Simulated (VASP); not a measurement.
Write the native input for VASP 6.6.1 that does the following.

```yaml
Task: electric field gradients
Functional: PBEsol
Potentials_or_basis: VASP PAW PBE potentials, release 64 (Rb_sv, Br)
Cutoff: 520 eV
k_mesh: 7 × 7 × 7
Occupations: fermi-dirac, width 0.03 eV
Spin: no spin polarisation
Dipole_correction: no
Further_INCAR_settings: ALGO = Normal; EDIFF = 1e-08; NBANDS = 15
```

The structure of RbBr lies in POSCAR:

```
RbBr
1.0
    0.0000000000      3.4044959512      3.4044959512
    3.4044959512      0.0000000000      3.4044959512
    3.4044959512      3.4044959512      0.0000000000
Rb Br
1 1
Direct
    0.0000000000      0.0000000000      0.0000000000
    0.5000000000      0.5000000000      0.5000000000
```

The input as run:

INCAR

```
PREC = Accurate
ENCUT = 520
EDIFF = 1E-8
ISMEAR = -1
SIGMA = 0.03
LREAL = F
LASPH = T
NELM = 60
ALGO = Normal
ISIF = 2
LWAVE = F
LCHARG = F
GGA = PS
LEFG = T
NBANDS = 15
```

KPOINTS

```
Automatic mesh
0
Gamma
  7 7 7
```

Potentials or basis: VASP PAW PBE potentials, release 64 (Rb_sv, Br).

Launch:

```bash
$ cat potpaw_PBE.64/Rb_sv/POTCAR potpaw_PBE.64/Br/POTCAR > POTCAR
$ mpirun -np 1 vasp_std > vasp.out
```

Results of the run:

| Property | Result |
| --- | --- |
| Pressure | 0.3 GPa |
| Band gap on the k mesh | 4.26 eV |
| Largest electric field gradient by atom | zero within the noise of the run |

Caveat: the PAW data sets were made with another functional, which shifts forces and pressure a little.

Wall time 30 s on 1 thread of Intel Xeon 8259CL, with other jobs on the host, peak memory 0.21 GiB.
